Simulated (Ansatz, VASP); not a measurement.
# SiC: VASP beside Ansatz

```
Si C
1.0
     1.57462   -4.15465    0.00000
     1.57462    4.15465    0.00000
     0.00000    0.00000    3.12796
Si C
2 2
Direct
  0.85400 0.14600 0.75000
  0.14600 0.85400 0.25000
  0.55000 0.45000 0.75000
  0.45000 0.55000 0.25000
```

Alike in both runs: task relaxation of cell and atoms; functional PBE; k mesh 6 × 6 × 6; occupations gaussian, width 0.1 eV; no spin polarisation.

```csv
,VASP,Ansatz
version,VASP 6.6.1,Ansatz 0.2.0
potentials or method,"VASP PAW PBE potentials, release 64 (Si, C), cutoff 600 eV","scalar-relativistic, plane waves, PAW"
valence electrons in the cell,16,16
```

Ansatz gave:

| Quantity | Value |
| --- | --- |
| gap on the k mesh at the Fermi level, each at its own relaxed structure (eV) | none |
| relaxed volume (Å³/atom) | 10.89 |
| relaxed cell length with the largest relative difference (Å) | 5.799 |

Problem. What did VASP give for the same quantities?

Solution. gap on the k mesh at the Fermi level, each at its own relaxed structure (eV): none; relaxed volume (Å³/atom): 10.12; relaxed cell length with the largest relative difference (Å): 5.469.

A gap of «none» marks a metal or a gap that the smearing closes. One of these differences is far larger than is usual between the two programs; its cause wasn't traced.
